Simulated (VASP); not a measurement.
# BP (F-43m) in VASP: notebook

Aim: see how the results for BP move with the level of theory and the settings. Levels: PBE+D3(BJ), PBE+D4, r2SCAN, r2SCAN+D4. Tasks: relaxation of cell and atoms.

Program: VASP 6.6.1. These are calculated values, not measurements. Logs are shortened: lines on timing, memory, paths and dates and some standing lists are left out, and cuts for length are marked.

## 1. The cell of the first run

Symmetry: F-43m, No. 216, cubic system. The conventional cell has a = 4.538 Å, b = 4.538 Å, c = 4.538 Å, α = 90.00°, β = 90.00°, γ = 90.00°. Within 2.6 Å of B (site symmetry -43m) lie 4 P at 1.97 Å. P (site symmetry -43m) has 4 B at 1.97 Å within 2.6 Å.

## 2. Relaxation of cell and atoms, PBE+D3(BJ)

INCAR reads:

```
SYSTEM = BP
PREC = Accurate
ENCUT = 600
EDIFF = 1E-6
ISMEAR = 0
SIGMA = 0.01
LREAL = .False.
LASPH = .True.
NELM = 60
ALGO = Normal
ISIF = 3
LWAVE = .False.
LCHARG = .False.
GGA = PE
IVDW = 12
IBRION = 2
NSW = 100
EDIFFG = -0.01
```

KPOINTS reads:

```
regular mesh
0
Gamma
  8 8 8
  0 0 0
```

POSCAR reads:

```
BP
1.0
    3.2088510000      0.0000000000      0.0000000000
    1.6044255000      2.7789464830      0.0000000000
    1.6044255000      0.9263154943      2.6200158702
B P
1 1
Direct
    0.0000000000      0.0000000000      0.0000000000
    0.2500000000      0.2500000000      0.2500000000
```

Potentials or basis: VASP PAW PBE potentials, release 64 (B, P).

The run is started by

```sh
$ cat potpaw_PBE.64/B/POTCAR potpaw_PBE.64/P/POTCAR > POTCAR
$ mpirun -np 1 vasp_std > vasp.out
```

OUTCAR:

```text
SYSTEM = BP
   PREC = Accurate
   ENCUT = 600
   EDIFF = 1E-6
   ISMEAR = 0
   LREAL = .False.
   LASPH = .True.
   NELM = 60
   ISIF = 3
   GGA = PE
   IVDW = 12
   IBRION = 2
   NSW = 100
   EDIFFG = -0.01
 IVDW          = 12

 ion  position               nearest neighbor table
   1  0.000  0.000  0.000-   2 1.97   2 1.97   2 1.97   2 1.97
   2  0.250  0.250  0.250-   1 1.97   1 1.97   1 1.97   1 1.97

  LATTYP: Found a face centered cubic cell.
 ALAT       =     4.5380006039

  Lattice vectors:

 A1 = (   3.2088510000,   0.0000000000,   0.0000000000)
 A2 = (   1.6044255000,   2.7789464830,   0.0000000000)
 A3 = (   1.6044255000,   0.9263154943,   2.6200158702)

Analysis of symmetry for initial positions (statically):
=====================================================================
 Subroutine PRICEL returns:
 Original cell was already a primitive cell.

 Routine SETGRP: Setting up the symmetry group for a
 face centered cubic supercell.

 Subroutine GETGRP returns: Found 24 space group operations
 (whereof 24 operations were pure point group operations)
 out of a pool of 48 trial point group operations.

The static configuration has the point symmetry T_d .

Analysis of symmetry for dynamics (positions and initial velocities):
=====================================================================
 Subroutine PRICEL returns:
 Original cell was already a primitive cell.

 Routine SETGRP: Setting up the symmetry group for a
 face centered cubic supercell.

 Subroutine GETGRP returns: Found 24 space group operations
 (whereof 24 operations were pure point group operations)
 out of a pool of 48 trial point group operations.

The dynamic configuration has the point symmetry T_d .

 Subroutine INISYM returns: Found 24 space group operations
 (whereof 24 operations are pure point group operations),
 and found     1 'primitive' translations

----------------------------------------------------------------------------------------

                                     Primitive cell

  volume of cell :      23.3633

  direct lattice vectors                    reciprocal lattice vectors
     3.208851000  0.000000000  0.000000000     0.311638029 -0.179924300 -0.127225692
     1.604425500  2.778946483  0.000000000     0.000000000  0.359848600 -0.127225692
     1.604425500  0.926315494  2.620015870     0.000000000  0.000000000  0.381677077

  length of vectors
     3.208851000  3.208851000  3.208851000     0.381677077  0.381677077  0.381677077

  position of ions in fractional coordinates (direct lattice)
     0.000000000  0.000000000  0.000000000
[... 69 lines left out ...]
   PREC   = accura    normal or accurate (medium, high low for compatibility)
   ISTART =      0    job   : 0-new  1-cont  2-samecut
   ICHARG =      2    charge: 1-file 2-atom 10-const
   ISPIN  =      1    spin polarized calculation?
   LNONCOLLINEAR =      F non collinear calculations
   LSORBIT =      F    spin-orbit coupling
   LASPH  =      T    aspherical Exc in radial PAW
   ENCUT  =  600.0 eV  44.10 Ry    6.64 a.u.   6.41  6.41  6.41*2*pi/ulx,y,z
   NELM   =     60;   NELMIN=  2; NELMDL= -5     # of ELM steps
   EDIFF  = 0.1E-05   stopping-criterion for ELM
   LREAL  =      F    real-space projection
   EDIFFG = -.1E-01   stopping-criterion for IOM
   NSW    =    100    number of steps for IOM
   IBRION =      2    ionic relax: 0-MD 1-quasi-New 2-CG
   NFREE  =      1    steps in history (QN), initial steepest desc. (CG)
   ISIF   =      3    stress and relaxation
   ISYM   =      2    0-nonsym 1-usesym 2-fastsym
   POTIM  = 0.5000    time-step for ionic-motion
   TEBEG  =    0.0;   TEEND  =   0.0 temperature during run
   PSTRESS=    0.0 pullay stress
   NELECT =       8.0000    total number of electrons
   NUPDOWN=      -1.0000    fix difference up-down
   EMIN   =  10.00;   EMAX   =-10.00  energy-range for DOS
   EFERMI =   0.00;   METHOD = LEGACY
   ISMEAR =     0;   SIGMA  =   0.01  broadening in eV -4-tet -1-fermi 0-gaus
   EFERMI_NEDOS =   21; number of points for ismear=-14 and -15
   IALGO  =     38    algorithm
   IMIX   =      4    mixing-type and parameters
     AMIX     =   0.40;   BMIX     =  1.00
     AMIX_MAG =   1.60;   BMIX_MAG =  1.00
  volume/ion in A,a.u.               =      11.68        78.83
  Fermi-wavevector in a.u.,A,eV,Ry     =   1.145320  2.164341 17.847558  1.311758
  Thomas-Fermi vector in A             =   2.282009
   LORBIT       =      0    0 simple, 1 ext, 2 COOP (PROOUT), +10 PAW based schemes
   GGA     = PE    functional components
   LHFCALC =     F    Hartree Fock is set to
   AEXX    =    0.0000 exact exchange contribution
   IVDW    =    12    specifies the selected vdW correction
   LEPSILON=     F    determine dielectric tensor
   LRPA    =     F    only Hartree local field effects (RPA)
 conjugate gradient relaxation of ions
 non-spin polarized calculation
 Gauss-broadening in eV      SIGMA  =   0.01
  energy-cutoff  :      600.00
  volume of cell :       23.36
 maximum number of plane-waves:       799
 NGX is ok and might be reduce to    28
   NGX = 13   NGY = 13   NGZ = 13

--------------------------------------- Ionic step        1  -------------------------------------------

 number of electron       8.0000000 magnetization

 Free energy of the ion-electron system (eV)
  ---------------------------------------------------
  ext. energy  EPLUGINS =         0.00000000
  ---------------------------------------------------
  free energy    TOTEN  =       -12.93021821 eV

  energy without entropy =      -12.93021821  energy(sigma->0) =      -12.93021821

------------------------ aborting loop because EDIFF is reached ----------------------------------------

 Edisp (eV)   -0.64687

 E8    (eV) :    -0.2365
[... 71 lines left out ...]
--------------------------------------- Ionic step        3  -------------------------------------------

 number of electron       8.0000000 magnetization

 Free energy of the ion-electron system (eV)
  ---------------------------------------------------
  ext. energy  EPLUGINS =         0.00000000
  ---------------------------------------------------
  free energy    TOTEN  =       -12.92167915 eV

  energy without entropy =      -12.92167915  energy(sigma->0) =      -12.92167915

 E-fermi :   7.7965     XC(G=0): -11.0000

 val. band max:        7.6905052446   @ k =   0.0000   0.0000   0.0000
 cond. band min:       8.9329981597   @ k =   0.3750   0.3750   0.0000
 fundamental gap:      1.2424929151
 Fermi energy:         7.7965354157

 k-point     1 :       0.0000    0.0000    0.0000
  band No.  band energies     occupation
      1      -7.9637      2.00000
      2       7.6905      2.00000
      3       7.6905      2.00000
      4       7.6905      2.00000
      5      11.1235      0.00000
      6      11.1235      0.00000
      7      11.1235      0.00000
      8      15.3962      0.00000
[... 243 lines left out ...]
 k-point    24 :      -0.3750    0.2500    0.1250
  band No.  band energies     occupation
      1      -3.8843      2.00000
      2      -0.8937      2.00000
      3       3.0961      2.00000
      4       4.5104      2.00000
      5      11.8837      0.00000
      6      12.9638      0.00000
      7      16.1391      0.00000
      8      17.6165      0.00000

 [... further k-points ...]

------------------------ aborting loop because EDIFF is reached ----------------------------------------

 Edisp (eV)   -0.66102

 E8    (eV) :    -0.2415
[... 25 lines left out ...]
  FREE ENERGIE OF THE ION-ELECTRON SYSTEM (eV)
  ---------------------------------------------------
  free  energy   TOTEN  =       -13.5826964223 eV

  energy  without entropy=      -13.5826964223  energy(sigma->0) =      -13.58269642

 reached required accuracy - stopping structural energy minimisation
```

CONTCAR:

```text
BP
   1.00000000000000
     3.1858414752888038   -0.0000000000000000   -0.0000000000000000
     1.5929207376444019    2.7590196500702180    0.0000000000002535
     1.5929207376444019    0.9196732166572175    2.6012286719447606
  B               P
     1     1
Direct
     0.0000000000000000    0.0000000000000000    0.0000000000000000
     0.2500000000000000    0.2500000000000000    0.2500000000000000

  0.00000000E+00  0.00000000E+00  0.00000000E+00
  0.00000000E+00  0.00000000E+00  0.00000000E+00
```

Wall time 12 s (1 thread of Intel Xeon 6975P-C, shared host); peak memory 0.16 GiB.

Results:

```yaml
Free_energy: -13.5827 eV
Relaxed_volume: 11.43 Å³/atom
Relaxed_cell: a = 3.186 Å, b = 3.186 Å, c = 3.186 Å, α = 60.00°, β = 60.00°, γ = 60.00°
Space_group_after_relaxing_to_0.05_Å: F-43m (No. 216)
Energy_gained_by_relaxing: 2.8 meV/atom
Ionic_steps: 3
Pressure_after_relaxing: 0.0 GPa
Band_gap_on_the_k_mesh: 1.24 eV, indirect (least direct gap 3.43 eV)
Dispersion_energy_per_atom: -0.331 eV
```

The path:
```csv
step,energy change (eV),largest force (eV/Å),pressure (GPa),volume (Å³)
1,0.0000,0.0000,-3.54,23.36
2,-0.0025,0.0000,2.81,22.50
3,-0.0056,0.0000,0.00,22.86
```

Final structure:
```cif
data_structure
_symmetry_space_group_name_H-M 'P 1'
_symmetry_Int_Tables_number 1
_cell_length_a 3.1858
_cell_length_b 3.1858
_cell_length_c 3.1858
_cell_angle_alpha 60.000
_cell_angle_beta 60.000
_cell_angle_gamma 60.000
_cell_volume 22.86
loop_
_atom_site_label
_atom_site_type_symbol
_atom_site_fract_x
_atom_site_fract_y
_atom_site_fract_z
_atom_site_occupancy
B1 B 0.00000 0.00000 0.00000 1
P1 P 0.25000 0.25000 0.25000 1
```

A k mesh can miss the band edges.

(Part 1 of 2 ends here.)
